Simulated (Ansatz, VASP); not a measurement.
Two plane-wave programs on ScIn3As

The input INCAR:

```
SYSTEM = ScIn3As
PREC     = Accurate       ! precision mode
ENCUT    = 520            ! plane-wave cutoff, eV
EDIFF    = 1E-6           ! SCF threshold, eV
ISMEAR   = 0              ! smearing method
SIGMA    = 0.2            ! smearing width, eV
LREAL    = .FALSE.        ! projectors in reciprocal space
LASPH    = .TRUE.         ! aspherical terms in the spheres
NELM     = 60             ! most SCF steps
ALGO     = Fast           ! electronic algorithm
ISIF     = 2              ! what is computed and relaxed
LWAVE    = .FALSE.        ! write WAVECAR
LCHARG   = .TRUE.         ! write CHGCAR
GGA      = PE             ! functional
LELF     = .TRUE.         ! ELF
LVHAR    = .TRUE.       
NBANDS   = 66             ! bands
```

File KPOINTS:

```
Automatic mesh
0
G
  6 6 2
  0 0 0
```

The input POSCAR:

```
ScIn3As
1.0
    3.7917624817      0.0000000000      0.0000000000
    0.0000000000      3.7917624817      0.0000000000
    0.0000000000      0.0000000000     18.4113191163
Sc In As
2 6 2
Direct
    1.0000000000      0.5000000000      0.9329974963
    0.5000000000      1.0000000000      0.0670025037
    0.5000000000      1.0000000000      0.3362655862
    0.5000000000      1.0000000000      0.5524509436
    1.0000000000      0.5000000000      0.2373209517
    0.5000000000      0.0000000000      0.7626790483
    1.0000000000      0.5000000000      0.6637344138
    1.0000000000      0.5000000000      0.4475490564
    0.5000000000      1.0000000000      0.9179008227
    0.0000000000      0.5000000000      0.0820991773
```

Input for Ansatz:

```yaml
crystal:
  lattice:
    - [3.7917624817, 0.0, 0.0]
    - [0.0, 3.7917624817, 0.0]
    - [0.0, 0.0, 18.4113191163]
  atoms:
    - { symbol: Sc, position: [1.0, 0.5, 0.9329974963] }
    - { symbol: Sc, position: [0.5, 1.0, 0.0670025037] }
    - { symbol: In, position: [0.5, 1.0, 0.3362655862] }
    - { symbol: In, position: [0.5, 1.0, 0.5524509436] }
    - { symbol: In, position: [1.0, 0.5, 0.2373209517] }
    - { symbol: In, position: [0.5, 0.0, 0.7626790483] }
    - { symbol: In, position: [1.0, 0.5, 0.6637344138] }
    - { symbol: In, position: [1.0, 0.5, 0.4475490564] }
    - { symbol: As, position: [0.5, 1.0, 0.9179008227] }
    - { symbol: As, position: [0.0, 0.5, 0.0820991773] }
basis:
  ecutwfc: 420
kpoints:
  mp_grid: { grid: [6, 6, 2] }
hamiltonian:
  xc: pbe
scf:
  occupations: { method: gaussian, width: 0.2 }
  lower_state_search: "off"
output:
  forces: true
  stress: true
  eigenvalues: true
```

Alike in both runs: task single point; functional PBE; k mesh 6 × 6 × 2; occupations gaussian, width 0.2 eV; no spin polarisation.

|  | VASP | Ansatz |
| --- | --- | --- |
| version | VASP 6.6.1 | Ansatz 0.2.0 |
| potentials or method | VASP PAW PBE potentials, release 64 (Sc_sv, In_d, As), cutoff 520 eV | scalar-relativistic, plane waves, PAW |
| valence electrons in the cell | 110 | 130 |

VASP gave:

```
gap on the k mesh at the Fermi level (eV)                     : none
pressure (GPa)                                                : 0.1
traceless stress, the component that is largest in VASP (GPa) : -0.66
rms of the force components (eV/Å)                            : 0.029
```

Task: Estimate Ansatz's values.

Result: gap on the k mesh at the Fermi level (eV): none; pressure (GPa): 0.1; traceless stress, the component that is largest in VASP (GPa): -0.64; rms of the force components (eV/Å): 0.028.

Atom by atom the forces differ by 0.004 eV/Å (rms over components). A gap of «none» marks a metal or a gap that the smearing closes. With one functional, cell and mesh, what is left measures potentials, basis and numerics. VASP's potentials hold 110 valence electrons a cell and Ansatz's 130, so a difference there can come from the potentials and not from the codes.
